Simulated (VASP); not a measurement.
# V (P6/mmm) in VASP: further runs

Runs on V. Level: PBE. Tasks: single point, relaxation of cell and atoms.

Everything below comes from runs of VASP 6.6.1. Logs are shortened: lines on timing, memory, paths and dates and some standing lists are left out, and cuts for length are marked.

## Step 1: The cell of the first run

It takes space group P6/mmm (No. 191, hexagonal). The conventional cell has a = 3.924 Å, b = 3.924 Å, c = 2.122 Å, α = 90.00°, β = 90.00°, γ = 120.00°. Within 2.8 Å of V (site symmetry 6/mmm) lie 14 V at 2.12 to 2.50 Å. V (site symmetry -6m2) has 11 V at 2.12 to 2.50 Å within 2.8 Å.

## Step 2: Single point, PBE

File INCAR:

```
PREC = Accurate
ENCUT = 520
EDIFF = 1E-7
ISMEAR = -1
SIGMA = 0.1
LREAL = False
LASPH = True
NELM = 60
ALGO = Normal
ISIF = 2
LWAVE = False
LCHARG = False
GGA = PE
NBANDS = 26
```

File KPOINTS:

```
regular mesh
0
Gamma
  10 10 13
```

File POSCAR:

```
V
1.0
    3.9236134086      0.0000000000      0.0000000000
   -1.9618067043      3.3979488865      0.0000000000
    0.0000000000      0.0000000000      2.1219378292
V
3
Direct
    0.0000000000      0.0000000000      0.0000000000
    0.3333333333      0.6666666667      0.5000000000
    0.6666666667      0.3333333333      0.5000000000
```

Potentials or basis: VASP PAW PBE potentials, release 64 (V_sv).

Launch:

```console
$ cat potpaw_PBE.64/V_sv/POTCAR > POTCAR
$ mpirun -np 1 vasp_std > vasp.out
```

OUTCAR:

```text
PREC = Accurate
   ENCUT = 520
   EDIFF = 1E-7
   ISMEAR = -1
   LREAL = False
   LASPH = True
   NELM = 60
   ISIF = 2
   GGA = PE

 ion  position               nearest neighbor table
   1  0.000  0.000  0.000-   2 2.50   3 2.50   2 2.50   3 2.50   3 2.50   3 2.50   2 2.50   2 2.50
                             3 2.50   3 2.50   2 2.50   2 2.50
   2  0.333  0.667  0.500-   3 2.27   3 2.27   3 2.27   1 2.50   1 2.50   1 2.50   1 2.50   1 2.50
                             1 2.50
   3  0.667  0.333  0.500-   2 2.27   2 2.27   2 2.27   1 2.50   1 2.50   1 2.50   1 2.50   1 2.50
                             1 2.50

  LATTYP: Found a hexagonal cell.
 ALAT       =     3.9236134086
 C/A-ratio  =     0.5408121566

  Lattice vectors:

 A1 = (   3.9236134086,   0.0000000000,   0.0000000000)
 A2 = (  -1.9618067043,   3.3979488865,   0.0000000000)
 A3 = (   0.0000000000,   0.0000000000,   2.1219378292)

Analysis of symmetry for initial positions (statically):
=====================================================================
 Subroutine PRICEL returns:
 Original cell was already a primitive cell.

 Routine SETGRP: Setting up the symmetry group for a
 hexagonal supercell.

 Subroutine GETGRP returns: Found 24 space group operations
 (whereof 24 operations were pure point group operations)
 out of a pool of 24 trial point group operations.

The static configuration has the point symmetry D_6h.

Analysis of symmetry for dynamics (positions and initial velocities):
=====================================================================
 Subroutine PRICEL returns:
 Original cell was already a primitive cell.

 Routine SETGRP: Setting up the symmetry group for a
 hexagonal supercell.

 Subroutine GETGRP returns: Found 24 space group operations
 (whereof 24 operations were pure point group operations)
 out of a pool of 24 trial point group operations.

The dynamic configuration has the point symmetry D_6h.

 Subroutine INISYM returns: Found 24 space group operations
 (whereof 24 operations are pure point group operations),
 and found     1 'primitive' translations

----------------------------------------------------------------------------------------

                                     Primitive cell

  volume of cell :      28.2902

  direct lattice vectors                    reciprocal lattice vectors
     3.923613409  0.000000000  0.000000000     0.254867107  0.147147593  0.000000000
    -1.961806704  3.397948887  0.000000000     0.000000000  0.294295186  0.000000000
     0.000000000  0.000000000  2.121937829     0.000000000  0.000000000  0.471267342

  length of vectors
     3.923613409  3.923613409  2.121937829     0.294295186  0.294295186  0.471267342

  position of ions in fractional coordinates (direct lattice)
     0.000000000  0.000000000  0.000000000
     0.333333333  0.666666667  0.500000000
     0.666666667  0.333333333  0.500000000

  ion indices of the primitive-cell ions
   primitive index   ion index
                 1           1
                 2           2
                 3           3

----------------------------------------------------------------------------------------

 KPOINTS: regular mesh

Automatic generation of k-mesh.
 Grid dimensions read from file:
 generate k-points for:   10   10   13

 Generating k-lattice:

  Cartesian coordinates                     Fractional coordinates (reciprocal lattice)
     0.025486711  0.014714759  0.000000000     0.100000000  0.000000000  0.000000000
     0.000000000  0.029429519  0.000000000     0.000000000  0.100000000  0.000000000
     0.000000000  0.000000000  0.036251334     0.000000000  0.000000000  0.076923077

  Length of vectors
     0.029429519  0.029429519  0.036251334

  Shift w.r.t. Gamma in fractional coordinates (k-lattice)
     0.000000000  0.000000000  0.000000000

 Subroutine IBZKPT returns following result:
 ===========================================

 Found     98 irreducible k-points:

 Following reciprocal coordinates:
            Coordinates               Weight
  0.000000  0.000000  0.000000      1.000000
  0.100000  0.000000  0.000000      6.000000
  0.200000  0.000000  0.000000      6.000000
  0.300000  0.000000  0.000000      6.000000
  0.400000  0.000000  0.000000      6.000000
  0.500000  0.000000  0.000000      3.000000
[... 16 lines left out ...]
  0.300000  0.100000  0.076923     24.000000
  0.400000  0.100000  0.076923     24.000000
 [... further k-points ...]
   k-points           NKPTS =     98   k-points in BZ     NKDIM =     98   number of bands    NBANDS=     26
   number of dos      NEDOS =    301   number of ions     NIONS =      3
   total plane-waves  NPLWV =  14400
   dimension x,y,z NGX =    30 NGY =   30 NGZ =   16
   dimension x,y,z NGXF=    60 NGYF=   60 NGZF=   32
   ions per type =               3
   NGX,Y,Z   is equivalent  to a cutoff of  12.71, 12.71, 12.54 a.u.
   NGXF,Y,Z  is equivalent  to a cutoff of  25.42, 25.42, 25.07 a.u.
[... 29 lines left out ...]
     AMIX     =   0.40;   BMIX     =  1.00
     AMIX_MAG =   1.60;   BMIX_MAG =  1.00
  volume/ion in A,a.u.               =       9.43        63.64
  Fermi-wavevector in a.u.,A,eV,Ry     =   1.822012  3.443103 45.167617  3.319726
  Thomas-Fermi vector in A             =   2.878256
   LORBIT       =      0    0 simple, 1 ext, 2 COOP (PROOUT), +10 PAW based schemes
   GGA     = PE    functional components
   LHFCALC =     F    Hartree Fock is set to
   AEXX    =    0.0000 exact exchange contribution
   IVDW    =     0    specifies the selected vdW correction
   LEPSILON=     F    determine dielectric tensor
   LRPA    =     F    only Hartree local field effects (RPA)
 non-spin polarized calculation
  energy-cutoff  :      520.00
  volume of cell :       28.29
 maximum number of plane-waves:       782
 NGX is ok and might be reduce to    30
   NGX = 15   NGY = 15   NGZ =  7

 number of electron      38.9999999 magnetization

 Free energy of the ion-electron system (eV)
  ---------------------------------------------------
  ext. energy  EPLUGINS =         0.00000000
  ---------------------------------------------------
  free energy    TOTEN  =       -22.70848274 eV

  energy without entropy =      -22.62705044  energy(sigma->0) =      -22.66776659

 E-fermi :  15.1418     XC(G=0): -14.9488

 val. band max:       15.1370848928   @ k =   0.1000   0.0000   0.3846
 cond. band min:      15.1456073230   @ k =   0.1000   0.0000   0.1538
 fundamental gap:      0.0085224302
 Fermi energy:        15.1417997042

 k-point     1 :       0.0000    0.0000    0.0000
  band No.  band energies     occupation
      1     -48.8543      2.00000
      2     -48.1992      2.00000
      3     -48.1134      2.00000
      4     -23.0137      2.00000
      5     -23.0137      2.00000
      6     -22.6779      2.00000
[... 18 lines left out ...]
     25      18.4750      0.00000
     26      18.4750      0.00000

 k-point     2 :       0.1000    0.0000    0.0000
  band No.  band energies     occupation
      1     -48.8352      2.00000
      2     -48.2072      2.00000
      3     -48.1263      2.00000
      4     -23.1317      2.00000
      5     -23.0937      2.00000
      6     -22.5410      2.00000
[... 18 lines left out ...]
     25      18.8344      0.00000
     26      18.8693      0.00000

 k-point     3 :       0.2000    0.0000    0.0000
  band No.  band energies     occupation
      1     -48.7800      2.00000
      2     -48.2315      2.00000
      3     -48.1617      2.00000
      4     -23.3081      2.00000
      5     -23.1507      2.00000
      6     -22.3091      2.00000
[... 18 lines left out ...]
     25      19.2050      0.00000
     26      19.3134      0.00000

 k-point     4 :       0.3000    0.0000    0.0000
  band No.  band energies     occupation
      1     -48.6950      2.00000
      2     -48.2805      2.00000
      3     -48.2032      2.00000
      4     -23.4527      2.00000
      5     -23.0917      2.00000
      6     -22.0755      2.00000
[... 18 lines left out ...]
     25      19.5625      0.00000
     26      19.7225      0.00000
[... 496 lines left out ...]
      1     -48.6873      2.00000
      2     -48.2224      2.00000
      3     -48.1606      2.00000
      4     -23.3172      2.00000
      5     -23.1488      2.00000
      6     -22.1074      2.00000
[... 18 lines left out ...]
     25      19.3943      0.00000
     26      19.4384      0.00000

 k-point    23 :       0.3000    0.1000    0.0769
  band No.  band energies     occupation
      1     -48.5942      2.00000
      2     -48.2814      2.00000
      3     -48.1996      2.00000
      4     -23.4201      2.00000
      5     -23.0316      2.00000
      6     -22.0902      2.00000
[... 18 lines left out ...]
     25      19.0211      0.00000
     26      19.6867      0.00000

 k-point    24 :       0.4000    0.1000    0.0769
  band No.  band energies     occupation
      1     -48.4906      2.00000
      2     -48.3705      2.00000
      3     -48.2171      2.00000
      4     -23.4758      2.00000
      5     -22.8153      2.00000
      6     -22.4295      2.00000
[... 18 lines left out ...]
     25      18.6096      0.00000
     26      19.4766      0.00000

 [... further k-points ...]
[... 5 lines left out ...]
  --------------------------------------------------------------------------------------
  -------------------------------------------------------------------------------------
  Total       23.2385941     23.2385941     23.7586781      0.0000000     -0.0000000     -0.0000000
  in kB     1316.0873826   1316.0873826   1345.5416596      0.0000000     -0.0000000     -0.0000000
  external PRESSURE =    1325.9054749 kB  Pullay stress =       0.0000000 kB

 VOLUME and BASIS-vectors are now :
 -----------------------------------------------------------------------------
  energy-cutoff  :      520.00
  volume of cell :       28.29
      direct lattice vectors                 reciprocal lattice vectors
     3.923613409  0.000000000  0.000000000     0.254867107  0.147147593  0.000000000
    -1.961806704  3.397948887  0.000000000     0.000000000  0.294295186  0.000000000
     0.000000000  0.000000000  2.121937829     0.000000000  0.000000000  0.471267342

 POSITION                                       TOTAL-FORCE (eV/Angst)
 -----------------------------------------------------------------------------------
      0.00000      0.00000      0.00000        -0.000000      0.000000      0.000000
     -0.00000      2.26530      1.06097        -0.000000      0.000000     -0.000000
      1.96181      1.13265      1.06097         0.000000     -0.000000      0.000000
 -----------------------------------------------------------------------------------
    total drift:                               -0.000000      0.000000      0.000000

  FREE ENERGIE OF THE ION-ELECTRON SYSTEM (eV)
  ---------------------------------------------------
  free  energy   TOTEN  =       -22.7084827433 eV

  energy  without entropy=      -22.6270504403  energy(sigma->0) =      -22.66776659
```

It took 62 s on 1 thread of Intel Xeon 6975P-C, shared host; peak memory 0.18 GiB.

Results:

| Quantity | Value |
| --- | --- |
| Free energy | -22.7085 eV |
| Pressure | 132.6 GPa |

## Step 3: Single point, PBE

File INCAR:

```
SYSTEM = V
ALGO     = Normal         ! electronic algorithm
EDIFF    = 1E-6           ! SCF threshold, eV
ENCUT    = 520            ! plane-wave cutoff, eV
GGA      = PE             ! functional
ISIF     = 2              ! what is computed and relaxed
ISMEAR   = -1             ! smearing method
LASPH    = .TRUE.         ! aspherical terms in the spheres
LCHARG   = .TRUE.         ! write CHGCAR
LELF     = .TRUE.         ! ELF
LREAL    = .FALSE.        ! projectors in reciprocal space
LVHAR    = .TRUE.       
LWAVE    = .FALSE.        ! write WAVECAR
NBANDS   = 26             ! bands
NELM     = 100            ! most SCF steps
PREC     = Accurate       ! precision mode
SIGMA    = 0.1            ! smearing width, eV
```

File KPOINTS:

```
k-points
0
G
  10 10 13
  0 0 0
```

File POSCAR:

```
V
1.0
    3.9233368104      0.0000000000      0.0000000000
   -1.9616684052      3.3977093454      0.0000000000
    0.0000000000      0.0000000000      2.1217523546
V
3
Direct
    0.0000000000      0.0000000000      0.0000000000
    0.3333333333      0.6666666667      0.5000000000
    0.6666666667      0.3333333333      0.5000000000
```

Potentials or basis: VASP PAW PBE potentials, release 64 (V_sv).

Launch:

```console
$ cat potpaw_PBE.64/V_sv/POTCAR > POTCAR
$ mpirun -np 1 vasp_std > vasp.out
```

It took 60 s on 1 thread of Intel Xeon 6975P-C, shared host; peak memory 0.18 GiB.

The run converged. Its results:

```yaml
Free_energy: -22.7031 eV
Pressure: 132.7 GPa
```

Stress tensor (GPa, compression positive):
```
131.74   0.00   0.00
  0.00 131.74   0.00
  0.00   0.00 134.70
```

Levels at points of the mesh, in eV from the Fermi level:
```csv
k point,band 16,band 17,band 18,band 19,band 20,band 21,band 22,band 23,band 24,band 25
"(0.00, 0.00, 0.00)",-1.65,-1.65,-1.65,-1.56,-1.31,0.53,0.53,3.33,3.33,3.33
"(0.50, 0.00, 0.00)",-2.51,-2.30,-2.14,-1.54,-1.27,2.33,2.53,3.50,3.57,3.57
```

## Step 4: Relaxation of cell and atoms, PBE, target pressure 130 GPa, at which the enthalpy is minimised

This run uses another cell than the first one, of 9.40 Å³/atom, 0.996 times its volume.

File INCAR:

```
SYSTEM = V
PREC = Accurate
ENCUT = 600
EDIFF = 1E-7
ISMEAR = -1
SIGMA = 0.1
LREAL = .FALSE.
LASPH = .TRUE.
NELM = 60
ALGO = Normal
ISIF = 3
LWAVE = .FALSE.
LCHARG = .FALSE.
GGA = PE
IBRION = 2
NSW = 60
EDIFFG = -0.005
PSTRESS = 1300.0
```

File KPOINTS:

```
Automatic mesh
0
G
  10 10 13
  0 0 0
```

File POSCAR:

```
V
1.0
    3.7445206072      0.0000000000      0.0000000000
   -1.8722603036      3.2428499708      0.0000000000
    0.0000000000      0.0000000000      2.3216027764
V
3
Direct
    0.0000000000      0.0000000000      0.0000000000
    0.3333333333      0.6666666667      0.5000000000
    0.6666666667      0.3333333333      0.5000000000
```

Launch:

```console
$ cat potpaw_PBE.64/V_sv/POTCAR > POTCAR
$ mpirun -np 1 vasp_std > vasp.out
```

Run time: 5.1 min. Hardware: 1 thread of Intel Xeon 6975P-C (Granite Rapids), shared host; peak memory 0.21 GiB.

It converged, with:

| Quantity | Value |
| --- | --- |
| Free energy | -22.8076 eV |
| Relaxed volume | 9.47 Å³/atom |
| Relaxed cell | a = 3.923 Å, b = 3.923 Å, c = 2.132 Å, α = 90.00°, β = 90.00°, γ = 120.00° |
| Space group after relaxing (to 0.05 Å) | P6/mmm (No. 191) |
| Energy change on relaxing (the enthalpy is what falls) | -234.2 meV/atom |
| Ionic steps | 11 |
| Pressure after relaxing | 130.0 GPa |

Step by step:
```tsv
step	energy change (eV)	largest force (eV/Å)	pressure (GPa)	volume (Å³)
1	0.0000	0.0000	135.94	28.19
2	-1.4362	0.0000	111.10	29.40
3	-1.3149	0.0000	114.01	29.22
4	1.9701	0.0000	198.31	26.00
5	-0.8555	0.0000	126.20	28.60
6	-0.8237	0.0000	127.03	28.56
7	-0.8132	0.0000	127.31	28.55
8	-0.5761	0.0000	133.03	28.26
9	-0.6896	0.0000	130.33	28.39
10	-0.7282	0.0000	129.32	28.44
11	-0.7026	0.0000	129.99	28.41
```

Final structure:
```xyz
3
Lattice="3.9226 0.0000 0.0000 -1.9613 3.3971 0.0000 0.0000 0.0000 2.1319" Properties=species:S:1:pos:R:3 pbc="T T T"
V     0.0000    0.0000    0.0000
V     0.0000    2.2647    1.0660
V     1.9613    1.1324    1.0660
```

Levels at points of the mesh, in eV from the Fermi level:
| k point | band 16 | band 17 | band 18 | band 19 | band 20 | band 21 | band 22 | band 23 |
| --- | --- | --- | --- | --- | --- | --- | --- | --- |
| (0.00, 0.00, 0.00) | -1.64 | -1.64 | -1.64 | -1.54 | -1.26 | 0.54 | 0.54 | 3.25 |
| (0.50, 0.00, 0.00) | -2.48 | -2.27 | -2.12 | -1.51 | -1.22 | 2.24 | 2.52 | 3.49 |

Caveat: the cell is relaxed towards a set pressure, so the enthalpy falls and the energy may rise.

## Step 5: Relaxation of cell and atoms, PBE, target pressure 130 GPa, at which the enthalpy is minimised

File INCAR:

```
ALGO = Normal ; EDIFF = 1E-6
EDIFFG = -0.005 ; ENCUT = 600
GGA = PE ; IBRION = 2
ISIF = 3 ; ISMEAR = -1
LASPH = True ; LCHARG = False
LREAL = False ; LWAVE = False
NELM = 60 ; NSW = 32
PREC = Accurate ; PSTRESS = 1300.0
SIGMA = 0.1
```

File KPOINTS:

```
k-points
0
Gamma
  10 10 13
```

File POSCAR:

```
V
1.0
    3.9236134086      0.0000000000      0.0000000000
   -1.9618067043      3.3979488865      0.0000000000
    0.0000000000      0.0000000000      2.1219378292
V
3
Direct
    0.0000000000      0.0000000000      0.0000000000
    0.3333333333      0.6666666667      0.5000000000
    0.6666666667      0.3333333333      0.5000000000
```

Launch:

```console
$ cat potpaw_PBE.64/V_sv/POTCAR > POTCAR
$ mpirun -np 1 vasp_std > vasp.out
```

Run time: 90 s. Hardware: 1 thread of Intel Xeon 6975P-C (Granite Rapids), shared host; peak memory 0.19 GiB.

Results (log left out):

```yaml
Free_energy: -22.8035 eV
Relaxed_volume: 9.47 Å³/atom
Relaxed_cell: a = 3.922 Å, b = 3.922 Å, c = 2.132 Å, α = 90.00°, β = 90.00°, γ = 120.00°
Space_group_after_relaxing_to_0.05_Å: P6/mmm (No. 191)
Energy_change_on_relaxing_the_enthalpy_is_what_falls: -31.5 meV/atom
Ionic_steps: 6
Pressure_after_relaxing: 130.0 GPa
```

Step by step:
```
step  energy change (eV)  largest force (eV/Å)  pressure (GPa)  volume (Å³)
   1              0.0000                0.0000          132.56        28.29
   2             -0.4895                0.0000          119.81        28.91
   3             -0.1169                0.0000          129.48        28.43
   4             -0.1139                0.0000          129.58        28.43
   5             -0.0843                0.0000          130.30        28.39
   6             -0.0946                0.0000          130.05        28.40
```

Final structure:
```cif
data_structure
_symmetry_space_group_name_H-M 'P 1'
_symmetry_Int_Tables_number 1
_cell_length_a 3.9223
_cell_length_b 3.9223
_cell_length_c 2.1320
_cell_angle_alpha 90.000
_cell_angle_beta 90.000
_cell_angle_gamma 120.000
_cell_volume 28.40
loop_
_atom_site_label
_atom_site_type_symbol
_atom_site_fract_x
_atom_site_fract_y
_atom_site_fract_z
_atom_site_occupancy
V1 V 0.00000 0.00000 0.00000 1
V2 V 0.33333 0.66667 0.50000 1
V3 V 0.66667 0.33333 0.50000 1
```

Levels at points of the mesh, in eV from the Fermi level:
```csv
k point,band 17,band 18,band 19,band 20,band 21,band 22
"(0.00, 0.00, 0.00)",-1.64,-1.64,-1.54,-1.26,0.54,0.54
"(0.50, 0.00, 0.00)",-2.27,-2.13,-1.51,-1.22,2.24,2.52
```

Caveat: the cell is relaxed towards a set pressure, so the enthalpy falls and the energy may rise.

## Step 6: Summary

| task | cell | cutoff (eV) | gap on the mesh (eV) | pressure (GPa) |
| --- | --- | --- | --- | --- |
| single point | a = 3.924, b = 3.924, c = 2.122 Å, angles 90.0, 90.0, 120.0°, 3 atoms | 520 | none | 132.6 |
| single point | a = 3.923, b = 3.923, c = 2.122 Å, angles 90.0, 90.0, 120.0°, 3 atoms | 520 | none | 132.7 |
| relaxation of cell and atoms | relaxed to 130 GPa from a = 3.745, b = 3.745, c = 2.322 Å, angles 90.0, 90.0, 120.0°, 3 atoms | 600 | none | 130.0 |
| relaxation of cell and atoms | relaxed to 130 GPa from a = 3.924, b = 3.924, c = 2.122 Å, angles 90.0, 90.0, 120.0°, 3 atoms | 600 | none | 130.0 |

Alike in all rows: level PBE; potentials or basis VASP PAW PBE potentials, release 64 (V_sv); no spin polarisation; k mesh 10 × 10 × 13; smearing fermi-dirac 0.1 eV.

Caveats: the cell is relaxed towards a set pressure, so the enthalpy falls and the energy may rise (some runs).

Absolute energies hang on the potentials; compare differences alone.
